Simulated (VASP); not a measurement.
A run of VASP 6.6.1 is set up as follows.

INCAR

```
SYSTEM = Yb
PREC     = Accurate       ! precision mode
ENCUT    = 520            ! plane-wave cutoff, eV
EDIFF    = 1E-6           ! SCF threshold, eV
ISMEAR   = -1             ! smearing method
SIGMA    = 0.2            ! smearing width, eV
LREAL    = .False.        ! projectors in reciprocal space
LASPH    = .True.         ! aspherical terms in the spheres
NELM     = 60             ! most SCF steps
ALGO     = Normal         ! electronic algorithm
ISIF     = 2              ! what is computed and relaxed
LWAVE    = .False.        ! write WAVECAR
LCHARG   = .False.        ! write CHGCAR
GGA      = PE             ! functional
NBANDS   = 18             ! bands
```

File KPOINTS:

```
Automatic mesh
0
Gamma
  10 10 10
  0 0 0
```

The input POSCAR:

```
Yb
1.0
    0.0000000000      2.6151647068      2.6151647068
    2.6151647068      0.0000000000      2.6151647068
    2.6151647068      2.6151647068      0.0000000000
Yb
1
Direct
    0.0000000000      0.0000000000      0.0000000000
```

Potentials or basis: VASP PAW PBE potentials, release 64 (Yb).

Launch:

```bash
$ cat potpaw_PBE.64/Yb/POTCAR > POTCAR
$ mpirun -np 1 vasp_std > vasp.out
```

(1) What does it give for the pressure?

(2) What does it give for the band gap on the k mesh?

Results:

(1) -0.4 GPa.

(2) zero (band 12 reaches 1.51 eV, above the bottom of band 13 at 1.50 eV).

Caveat: spin-orbit coupling is left out, which moves the levels of the heavy elements.
